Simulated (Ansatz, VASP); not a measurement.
**Co in VASP and in Ansatz**

Contents of POSCAR:

```
Co
1.0
    2.5070990100      0.0000000000      0.0000000000
   -1.2535495000      2.1712114300      0.0000000000
    0.0000000000      0.0000000000      4.0686000000
Co
2
Direct
    0.3333333300      0.6666666700      0.2500000000
    0.6666666700      0.3333333300      0.7500000000
```

INCAR.step1

```
PREC     = Accurate       # precision mode
ENCUT    = 520            # plane-wave cutoff, eV
ISMEAR   = 0              # smearing method
SIGMA    = 0.1            # smearing width, eV
LREAL    = False          # projectors in reciprocal space
LASPH    = True           # aspherical terms in the spheres
NELM     = 150            # most SCF steps
ISPIN    = 2              # spin polarisation
MAGMOM   = 3 3            # initial moments
LMAXMIX  = 4              # l up to which the mixer works
NBANDS   = 20             # bands
GGA      = PE             # functional
ALGO     = Normal         # electronic algorithm
EDIFF    = 1E-4           # SCF threshold, eV
LWAVE    = True           # write WAVECAR
LCHARG   = False          # write CHGCAR
```

The input INCAR.step2:

```
PREC     = Accurate       # precision mode
ENCUT    = 520            # plane-wave cutoff, eV
EDIFF    = 1E-6           # SCF threshold, eV
ISMEAR   = 0              # smearing method
SIGMA    = 0.1            # smearing width, eV
LREAL    = False          # projectors in reciprocal space
LASPH    = True           # aspherical terms in the spheres
NELM     = 150            # most SCF steps
ALGO     = Normal         # electronic algorithm
ISIF     = 2              # what is computed and relaxed
LWAVE    = False          # write WAVECAR
LCHARG   = False          # write CHGCAR
ISPIN    = 2              # spin polarisation
MAGMOM   = 3 3            # initial moments
LORBIT   = 11             # projections on sites
LMAXMIX  = 4              # l up to which the mixer works
METAGGA  = R2SCAN         # meta-GGA
LMIXTAU  = True         
NBANDS   = 20             # bands
ISTART   = 1
```

Contents of KPOINTS:

```
Automatic mesh
0
Gamma
  13 13 7
```

Input for Ansatz:

```yaml
crystal:
  lattice:
    - [2.50709901, 0.0, 0.0]
    - [-1.2535495, 2.17121143, 0.0]
    - [0.0, 0.0, 4.0686]
  atoms:
    - { symbol: Co, position: [0.33333333, 0.66666667, 0.25], spin: 3.0 }
    - { symbol: Co, position: [0.66666667, 0.33333333, 0.75], spin: 3.0 }
magnetization:
  spin_polarized: true
hamiltonian:
  xc: r2scan
  pseudopotentials: { kind: paw }
basis:
  ecutwfc: 500
kpoints:
  mp_grid: { grid: [13, 13, 7] }
scf:
  occupations: { method: gaussian, width: 0.1 }
  lower_state_search: "off"
  algorithm: density_mixing
  mixing: { algorithm: broyden, beta: 0.3 }
output:
  forces: true
  stress: true
```

Alike in both runs: task single point; functional r2SCAN; k mesh 13 × 13 × 7; occupations gaussian, width 0.1 eV; collinear spin.

```csv
,VASP,Ansatz
version,VASP 6.6.1,Ansatz 0.2.0
potentials or method,"VASP PAW PBE potentials, release 64 (Co), cutoff 520 eV","PAW, plane waves, scalar-relativistic"
valence electrons in the cell,18,34
```

```csv
,VASP,Ansatz,Ansatz less VASP
pressure (GPa),-8.4,-8.3,+0.14
net moment per atom (μB),1.79,1.80,+0.009
size of the moment on the site where the two differ most (μB),1.86,1.94,+0.079
```

VASP's potentials were made for PBE, not for r2SCAN. Site moments also hang on the region over which each program counts them. With one functional, cell and mesh, what is left measures potentials, basis and numerics. VASP's potentials hold 18 valence electrons a cell and Ansatz's 34, so a difference there can come from the potentials and not from the codes. Ansatz's warnings: stability check not made.
